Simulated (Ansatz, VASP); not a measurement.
Given: the input of a run of VASP 6.6.1 on MgB2.

POSCAR

```
MgB2
1.0
    3.0850000000      0.0000000000      0.0000000000
   -1.5425000000      2.6716883707      0.0000000000
    0.0000000000      0.0000000000      3.5230000000
Mg B
1 2
Direct
    0.0000000000      0.0000000000      0.0000000000
    0.6666666667      0.3333333333      0.5000000000
    0.3333333333      0.6666666667      0.5000000000
```

The input INCAR.step1:

```
SYSTEM = MgB2
PREC = Accurate
ENCUT = 600
ISMEAR = -1
SIGMA = 0.05
LREAL = .False.
LASPH = .True.
NELM = 80
GGA = PE
ALGO = Normal
EDIFF = 1E-4
LWAVE = .True.
LCHARG = .False.
```

The input INCAR.step2:

```
SYSTEM = MgB2
PREC = Accurate
ENCUT = 600
EDIFF = 1E-6
ISMEAR = -1
SIGMA = 0.05
LREAL = .False.
LASPH = .True.
NELM = 80
ALGO = Normal
ISIF = 3
LWAVE = .False.
LCHARG = .False.
METAGGA = R2SCAN
LMIXTAU = .True.
IBRION = 2
NSW = 60
EDIFFG = -0.01
ISTART = 1
```

Contents of KPOINTS:

```
Automatic mesh
0
Gamma
  10 10 8
  0 0 0
```

Potentials or basis: VASP PAW PBE potentials, release 64 (Mg, B).

Run with:

```console
$ cat potpaw_PBE.64/Mg/POTCAR potpaw_PBE.64/B/POTCAR > POTCAR
$ cp INCAR.step1 INCAR
$ mpirun -np 1 vasp_std > vasp.out
$ cp INCAR.step2 INCAR
$ mpirun -np 1 vasp_std > vasp.out
```

Q: Translate it to Ansatz 0.2.0. Potentials there: Ansatz PAW.

A: As run (the cutoff follows the program's own potentials):

File input.yaml:

```yaml
crystal:
  lattice:
    - [3.085, 0.0, 0.0]
    - [-1.5425, 2.6716883707, 0.0]
    - [0.0, 0.0, 3.523]
  atoms:
    - { symbol: Mg, position: [0.0, 0.0, 0.0] }
    - { symbol: B, position: [0.6666666667, 0.3333333333, 0.5] }
    - { symbol: B, position: [0.3333333333, 0.6666666667, 0.5] }
hamiltonian:
  xc: r2scan
  pseudopotentials: { kind: paw }
kpoints:
  mp_grid: { grid: [10, 10, 8] }
scf:
  occupations: { method: fermi_dirac, width: 0.05 }
output:
  forces: true
  stress: true
  eigenvalues: true
relax:
  f_tol: 0.01
  max_steps: 40
  cell: { stress_tol: 0.05 }
```

Potentials or basis: Ansatz PAW.

Launch:

```sh
$ ansatz run input.yaml --threads 2 --pin off --max-ram 5632MiB --backend cpu --events-out ev --progress --plain --runs-dir out
```

Both were run:

|  | VASP | Ansatz | Ansatz less VASP |
| --- | --- | --- | --- |
| gap on the k mesh at the Fermi level, each at its own relaxed structure (eV) | none | none | - |
| relaxed volume (Å³/atom) | 9.51 | 9.54 | +0.032 |
| relaxed cell length with the largest relative difference (Å) | 3.490 | 3.499 | +0.0097 |

VASP's potentials were made for PBE, not for r2SCAN. A gap of «none» marks a metal or a gap that the smearing closes. VASP's potentials hold 8 valence electrons a cell and Ansatz's 16, so a difference there can come from the potentials and not from the codes.

Noted on Ansatz's run: the plane-wave basis is chosen anew once the cell has moved, so the energies of steps on either side of that aren't comparable.
